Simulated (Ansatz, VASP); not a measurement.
**Ta3O2 in VASP and in Ansatz**

```
Ta O
1.0
     1.42302    0.82158    9.03744
    -1.42302    0.82158    9.03744
     0.00000   -1.64316    9.03744
Ta O
3 2
Direct
  0.00000 0.00000 0.00000
  0.21411 0.21411 0.21411
  0.78589 0.78589 0.78589
  0.39161 0.39161 0.39161
  0.60839 0.60839 0.60839
```

Alike in both runs: functional PBE; k mesh 6 × 6 × 6; occupations gaussian, width 0.1 eV; no spin polarisation.

Ansatz relaxed the structure, and its values are those at the end. VASP's run is a single point on that final structure, the one shown.

|  | VASP | Ansatz |
| --- | --- | --- |
| version | VASP 6.6.1 | Ansatz 0.2.0 |
| potentials or method | VASP PAW PBE potentials, release 64 (Ta_pv, O), cutoff 520 eV | scalar-relativistic, plane waves, PAW |
| valence electrons in the cell | 45 | 51 |

Ansatz gave:

```
gap on the k mesh at the Fermi level (eV) : none
pressure (GPa)                            : 0.1
rms of the force components (eV/Å)        : 0.002
```

Which values does VASP return?

gap on the k mesh at the Fermi level (eV): none; pressure (GPa): 0.5; rms of the force components (eV/Å): 0.012.

A gap of «none» marks a metal or a gap that the smearing closes. The functional is the same, so the differences come from potentials, cutoffs and numerics. VASP's potentials hold 45 valence electrons a cell and Ansatz's 51, so a difference there can come from the potentials and not from the codes.

The k mesh is coarse, so the values compare programs but aren't converged. Neither program's run includes spin-orbit coupling.
